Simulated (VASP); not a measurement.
# PbO (rock salt type) (Fm-3m) in VASP: further runs

Runs on PbO (rock salt type). Level: r2SCAN. Tasks: single point.

All numbers are computed with VASP 6.6.1; they aren't measurements. Logs are shortened: lines on timing, memory, paths and dates and some standing lists are left out, and cuts for length are marked.

### 1 The cell of the first run

The structure is cubic, space group Fm-3m (No. 225). Conventional cell: a = 5.231 Å, b = 5.231 Å, c = 5.231 Å, α = 90.00°, β = 90.00°, γ = 90.00°. Pb (site symmetry m-3m) has 6 O at 2.62 Å within 3.5 Å. Within 3.5 Å of O (site symmetry m-3m) lie 6 Pb at 2.62 Å.

### 2 Single point, r2SCAN

File POSCAR:

```
PbO
1.0
    0.0000000000      2.6154957830      2.6154957830
    2.6154957830      0.0000000000      2.6154957830
    2.6154957830      2.6154957830      0.0000000000
Pb O
1 1
Direct
    0.0000000000      0.0000000000      0.0000000000
    0.5000000000      0.5000000000      0.5000000000
```

File INCAR.step1:

```
ALGO = Normal ; EDIFF = 1E-4
ENCUT = 520 ; GGA = PE
ISMEAR = -1 ; LASPH = True
LCHARG = False ; LREAL = False
LWAVE = True ; NBANDS = 17
NELM = 60 ; PREC = Accurate
SIGMA = 0.1
```

File INCAR.step2:

```
ALGO = Normal ; EDIFF = 1E-6
ENCUT = 520 ; ISIF = 2
ISMEAR = -1 ; ISTART = 1
LASPH = True ; LCHARG = False
LMIXTAU = True ; LREAL = False
LWAVE = False ; METAGGA = R2SCAN
NBANDS = 17 ; NELM = 60
PREC = Accurate ; SIGMA = 0.1
```

File KPOINTS:

```
k-points
0
Gamma
  11 11 11
```

Potentials or basis: VASP PAW PBE potentials, release 64 (Pb_d, O).

Run with:

```
$ cat potpaw_PBE.64/Pb_d/POTCAR potpaw_PBE.64/O/POTCAR > POTCAR
$ cp INCAR.step1 INCAR
$ mpirun -np 1 vasp_std > vasp.out
$ cp INCAR.step2 INCAR
$ mpirun -np 1 vasp_std > vasp.out
```

OUTCAR:

```text
EDIFF = 1E-6
   ENCUT = 520
   ISIF = 2
   ISMEAR = -1
   ISTART = 1
   LASPH = True
   LREAL = False
   METAGGA = R2SCAN
   NELM = 60
   PREC = Accurate

 ion  position               nearest neighbor table
   1  0.000  0.000  0.000-   2 2.62   2 2.62   2 2.62   2 2.62   2 2.62   2 2.62
   2  0.500  0.500  0.500-   1 2.62   1 2.62   1 2.62   1 2.62   1 2.62   1 2.62

  LATTYP: Found a face centered cubic cell.
 ALAT       =     5.2309915660

  Lattice vectors:

 A1 = (   0.0000000000,   2.6154957830,   2.6154957830)
 A2 = (   2.6154957830,   0.0000000000,   2.6154957830)
 A3 = (   2.6154957830,   2.6154957830,   0.0000000000)

Analysis of symmetry for initial positions (statically):
=====================================================================
 Subroutine PRICEL returns:
 Original cell was already a primitive cell.

 Routine SETGRP: Setting up the symmetry group for a
 face centered cubic supercell.

 Subroutine GETGRP returns: Found 48 space group operations
 (whereof 48 operations were pure point group operations)
 out of a pool of 48 trial point group operations.

The static configuration has the point symmetry O_h .

Analysis of symmetry for dynamics (positions and initial velocities):
=====================================================================
 Subroutine PRICEL returns:
 Original cell was already a primitive cell.

 Routine SETGRP: Setting up the symmetry group for a
 face centered cubic supercell.

 Subroutine GETGRP returns: Found 48 space group operations
 (whereof 48 operations were pure point group operations)
 out of a pool of 48 trial point group operations.

The dynamic configuration has the point symmetry O_h .

 Subroutine INISYM returns: Found 48 space group operations
 (whereof 48 operations are pure point group operations),
 and found     1 'primitive' translations

----------------------------------------------------------------------------------------

                                     Primitive cell

  volume of cell :      35.7843

  direct lattice vectors                    reciprocal lattice vectors
     0.000000000  2.615495783  2.615495783    -0.191168345  0.191168345  0.191168345
     2.615495783  0.000000000  2.615495783     0.191168345 -0.191168345  0.191168345
     2.615495783  2.615495783  0.000000000     0.191168345  0.191168345 -0.191168345

  length of vectors
     3.698869609  3.698869609  3.698869609     0.331113286  0.331113286  0.331113286

  position of ions in fractional coordinates (direct lattice)
     0.000000000  0.000000000  0.000000000
     0.500000000  0.500000000  0.500000000

  ion indices of the primitive-cell ions
   primitive index   ion index
                 1           1
                 2           2

----------------------------------------------------------------------------------------

 KPOINTS: k-points

Automatic generation of k-mesh.
 Grid dimensions read from file:
 generate k-points for:   11   11   11

 Generating k-lattice:

  Cartesian coordinates                     Fractional coordinates (reciprocal lattice)
    -0.017378940  0.017378940  0.017378940     0.090909091  0.000000000  0.000000000
     0.017378940 -0.017378940  0.017378940     0.000000000  0.090909091  0.000000000
     0.017378940  0.017378940 -0.017378940     0.000000000  0.000000000  0.090909091

  Length of vectors
     0.030101208  0.030101208  0.030101208

  Shift w.r.t. Gamma in fractional coordinates (k-lattice)
     0.000000000  0.000000000  0.000000000

 Subroutine IBZKPT returns following result:
 ===========================================

 Found     56 irreducible k-points:

 Following reciprocal coordinates:
            Coordinates               Weight
  0.000000  0.000000  0.000000      1.000000
  0.090909  0.000000  0.000000      8.000000
  0.181818  0.000000  0.000000      8.000000
  0.272727  0.000000  0.000000      8.000000
  0.363636  0.000000  0.000000      8.000000
  0.454545  0.000000  0.000000      8.000000
[... 16 lines left out ...]
 -0.272727  0.181818  0.000000     24.000000
 -0.181818  0.181818  0.000000     12.000000
 [... further k-points ...]
   k-points           NKPTS =     56   k-points in BZ     NKDIM =     56   number of bands    NBANDS=     17
   number of dos      NEDOS =    301   number of ions     NIONS =      2
   total plane-waves  NPLWV =  21952
   dimension x,y,z NGX =    28 NGY =   28 NGZ =   28
   dimension x,y,z NGXF=    56 NGYF=   56 NGZF=   56
   ions per type =               1   1
   NGX,Y,Z   is equivalent  to a cutoff of  12.58, 12.58, 12.58 a.u.
   NGXF,Y,Z  is equivalent  to a cutoff of  25.17, 25.17, 25.17 a.u.
 SYSTEM =  unknown system
   PREC   = accura    normal or accurate (medium, high low for compatibility)
   ISTART =      1    job   : 0-new  1-cont  2-samecut
   ICHARG =      0    charge: 1-file 2-atom 10-const
   ISPIN  =      1    spin polarized calculation?
   LNONCOLLINEAR =      F non collinear calculations
   LSORBIT =      F    spin-orbit coupling
   LASPH  =      T    aspherical Exc in radial PAW
   ENCUT  =  520.0 eV  38.22 Ry    6.18 a.u.   6.88  6.88  6.88*2*pi/ulx,y,z
   NELM   =     60;   NELMIN=  2; NELMDL=  0     # of ELM steps
   EDIFF  = 0.1E-05   stopping-criterion for ELM
   LREAL  =      F    real-space projection
   EDIFFG = 0.1E-04   stopping-criterion for IOM
   NSW    =      0    number of steps for IOM
   IBRION =     -1    ionic relax: 0-MD 1-quasi-New 2-CG
   NFREE  =      0    steps in history (QN), initial steepest desc. (CG)
   ISIF   =      2    stress and relaxation
   ISYM   =      2    0-nonsym 1-usesym 2-fastsym
   POTIM  = 0.5000    time-step for ionic-motion
   TEBEG  =    0.0;   TEEND  =   0.0 temperature during run
   PSTRESS=    0.0 pullay stress
   NELECT =      20.0000    total number of electrons
   NUPDOWN=      -1.0000    fix difference up-down
   EMIN   =  10.00;   EMAX   =-10.00  energy-range for DOS
   EFERMI =   0.00;   METHOD = LEGACY
   ISMEAR =    -1;   SIGMA  =   0.10  broadening in eV -4-tet -1-fermi 0-gaus
   EFERMI_NEDOS =   21; number of points for ismear=-14 and -15
   IALGO  =     38    algorithm
   IMIX   =      4    mixing-type and parameters
     AMIX     =   0.40;   BMIX     =  1.00
     AMIX_MAG =   1.60;   BMIX_MAG =  1.00
  volume/ion in A,a.u.               =      17.89       120.74
  Fermi-wavevector in a.u.,A,eV,Ry     =   1.348510  2.548314 24.741908  1.818479
  Thomas-Fermi vector in A             =   2.476173
   LORBIT       =      0    0 simple, 1 ext, 2 COOP (PROOUT), +10 PAW based schemes
   METAGGA = R2SCAN    functional components
   LHFCALC =     F    Hartree Fock is set to
   AEXX    =    0.0000 exact exchange contribution
   IVDW    =     0    specifies the selected vdW correction
   LEPSILON=     F    determine dielectric tensor
   LRPA    =     F    only Hartree local field effects (RPA)
 non-spin polarized calculation
  energy-cutoff  :      520.00
  volume of cell :       35.78
 maximum number of plane-waves:       974
   NGX = 13   NGY = 13   NGZ = 13

 number of electron      20.0000003 magnetization

 Free energy of the ion-electron system (eV)
  ---------------------------------------------------
  ext. energy  EPLUGINS =         0.00000000
  ---------------------------------------------------
  free energy    TOTEN  =       -64.29180366 eV

  energy without entropy =      -64.28938113  energy(sigma->0) =      -64.29059239

 E-fermi :   6.7163     XC(G=0): -11.2288

 val. band max:        6.4773872764   @ k =  -0.4545   0.0909   0.0000
 cond. band min:       6.9555616031   @ k =  -0.4545   0.0909   0.0000
 fundamental gap:      0.4781743267
 Fermi energy:         6.7162651158

 k-point     1 :       0.0000    0.0000    0.0000
  band No.  band energies     occupation
      1     -12.3662      2.00000
      2     -10.6895      2.00000
      3     -10.6895      2.00000
      4     -10.6895      2.00000
      5     -10.5576      2.00000
      6     -10.5576      2.00000
[... 9 lines left out ...]
     16      18.3340      0.00000
     17      18.3340      0.00000

 k-point     2 :       0.0909    0.0000    0.0000
  band No.  band energies     occupation
      1     -12.3232      2.00000
      2     -10.6895      2.00000
      3     -10.6824      2.00000
      4     -10.6824      2.00000
      5     -10.5612      2.00000
      6     -10.5612      2.00000
[... 9 lines left out ...]
     16      18.6350      0.00000
     17      19.7373      0.00000

 k-point     3 :       0.1818    0.0000    0.0000
  band No.  band energies     occupation
      1     -12.2050      2.00000
      2     -10.6900      2.00000
      3     -10.6686      2.00000
      4     -10.6686      2.00000
      5     -10.5653      2.00000
      6     -10.5653      2.00000
[... 9 lines left out ...]
     16      19.3030      0.00000
     17      21.2046      0.00000

 k-point     4 :       0.2727    0.0000    0.0000
  band No.  band energies     occupation
      1     -12.0436      2.00000
      2     -10.6923      2.00000
      3     -10.6667      2.00000
      4     -10.6667      2.00000
      5     -10.5541      2.00000
      6     -10.5541      2.00000
[... 9 lines left out ...]
     16      20.1409      0.00000
     17      22.0610      0.00000
[... 343 lines left out ...]
      1     -12.0043      2.00000
      2     -10.6745      2.00000
      3     -10.6401      2.00000
      4     -10.6307      2.00000
      5     -10.5419      2.00000
      6     -10.2796      2.00000
[... 9 lines left out ...]
     16      20.8594      0.00000
     17      23.2428      0.00000

 k-point    23 :      -0.2727    0.1818    0.0000
  band No.  band energies     occupation
      1     -12.0205      2.00000
      2     -10.6736      2.00000
      3     -10.6464      2.00000
      4     -10.6328      2.00000
      5     -10.5826      2.00000
      6     -10.3557      2.00000
[... 9 lines left out ...]
     16      20.1570      0.00000
     17      22.8568      0.00000

 k-point    24 :      -0.1818    0.1818    0.0000
  band No.  band energies     occupation
      1     -12.0721      2.00000
      2     -10.6838      2.00000
      3     -10.6542      2.00000
      4     -10.6307      2.00000
      5     -10.6087      2.00000
      6     -10.4456      2.00000
[... 9 lines left out ...]
     16      20.1541      0.00000
     17      23.0657      0.00000

 [... further k-points ...]

------------------------ aborting loop because EDIFF is reached ----------------------------------------

  FORCE on cell =-STRESS in cart. coord.  units (eV):
  Direction    XX          YY          ZZ          XY          YZ          ZX
  --------------------------------------------------------------------------------------
  -------------------------------------------------------------------------------------
  Total       -0.1591770     -0.1591770     -0.1591770      0.0000000      0.0000000      0.0000000
  in kB       -7.1268697     -7.1268697     -7.1268697      0.0000000      0.0000000      0.0000000
  external PRESSURE =      -7.1268697 kB  Pullay stress =       0.0000000 kB

 VOLUME and BASIS-vectors are now :
 -----------------------------------------------------------------------------
  energy-cutoff  :      520.00
  volume of cell :       35.78
      direct lattice vectors                 reciprocal lattice vectors
     0.000000000  2.615495783  2.615495783    -0.191168345  0.191168345  0.191168345
     2.615495783  0.000000000  2.615495783     0.191168345 -0.191168345  0.191168345
     2.615495783  2.615495783  0.000000000     0.191168345  0.191168345 -0.191168345

 POSITION                                       TOTAL-FORCE (eV/Angst)
 -----------------------------------------------------------------------------------
      0.00000      0.00000      0.00000         0.000000      0.000000      0.000000
      2.61550      2.61550      2.61550         0.000000      0.000000     -0.000000
 -----------------------------------------------------------------------------------
    total drift:                                0.000000      0.000000      0.000000

  FREE ENERGIE OF THE ION-ELECTRON SYSTEM (eV)
  ---------------------------------------------------
  free  energy   TOTEN  =       -64.2918036572 eV

  energy  without entropy=      -64.2893811272  energy(sigma->0) =      -64.29059239
```

Wall time 56 s (1 thread of Intel Xeon 6975P-C (Granite Rapids), shared host); peak memory 0.18 GiB.

Results:

| Item | Value |
| --- | --- |
| Free energy | -64.2918 eV |
| Pressure | -0.7 GPa |
| Band gap on the k mesh | 0.48 eV |

Caveat: the PAW data sets were made with another functional, which shifts forces and pressure a little; spin-orbit coupling is left out, which moves the levels of the heavy elements; an odd mesh through Γ misses points on the zone boundary, where band edges can lie.

### 3 Single point, r2SCAN

POSCAR is that of step 2.

File INCAR.step1:

```
SYSTEM = PbO
ALGO     = Normal         ! electronic algorithm
EDIFF    = 1E-4           ! SCF threshold, eV
ENCUT    = 520            ! plane-wave cutoff, eV
GGA      = PE             ! functional
ISMEAR   = -1             ! smearing method
LASPH    = .True.         ! aspherical terms in the spheres
LCHARG   = .False.        ! write CHGCAR
LREAL    = .False.        ! projectors in reciprocal space
LWAVE    = .True.         ! write WAVECAR
NBANDS   = 17             ! bands
NELM     = 100            ! most SCF steps
PREC     = Accurate       ! precision mode
SIGMA    = 0.1            ! smearing width, eV
```

File INCAR.step2:

```
SYSTEM = PbO
ALGO     = Normal         ! electronic algorithm
EDIFF    = 1E-6           ! SCF threshold, eV
ENCUT    = 520            ! plane-wave cutoff, eV
ISIF     = 2              ! what is computed and relaxed
ISMEAR   = -1             ! smearing method
ISTART   = 1            
LASPH    = .True.         ! aspherical terms in the spheres
LCHARG   = .False.        ! write CHGCAR
LMIXTAU  = .True.       
LREAL    = .False.        ! projectors in reciprocal space
LWAVE    = .False.        ! write WAVECAR
METAGGA  = R2SCAN         ! meta-GGA
NBANDS   = 17             ! bands
NELM     = 100            ! most SCF steps
PREC     = Accurate       ! precision mode
SIGMA    = 0.1            ! smearing width, eV
```

File KPOINTS:

```
k-points
0
Gamma
  11 11 11
  0 0 0
```

Potentials or basis: VASP PAW PBE potentials, release 64 (Pb_d, O).

Run with:

```
$ cat potpaw_PBE.64/Pb_d/POTCAR potpaw_PBE.64/O/POTCAR > POTCAR
$ cp INCAR.step1 INCAR
$ mpirun -np 1 vasp_std > vasp.out
$ cp INCAR.step2 INCAR
$ mpirun -np 1 vasp_std > vasp.out
```

Run time: 57 s. Hardware: 1 thread of Intel Xeon 6975P-C (Granite Rapids), shared host; peak memory 0.18 GiB.

It converged, with:

```yaml
Free_energy: -64.2918 eV
Pressure: -0.7 GPa
Band_gap_on_the_k_mesh: 0.48 eV
```

Levels at points of the mesh, in eV from the valence-band top:
```
           k point  band 8  band 9  band 10  band 11  band 12  band 13
(0.00, 0.00, 0.00)   -2.67   -2.67    -2.67     8.53     8.53     8.53
```

Caveat: the PAW data sets were made with another functional, which shifts forces and pressure a little; spin-orbit coupling is left out, which moves the levels of the heavy elements; an odd mesh through Γ misses points on the zone boundary, where band edges can lie.
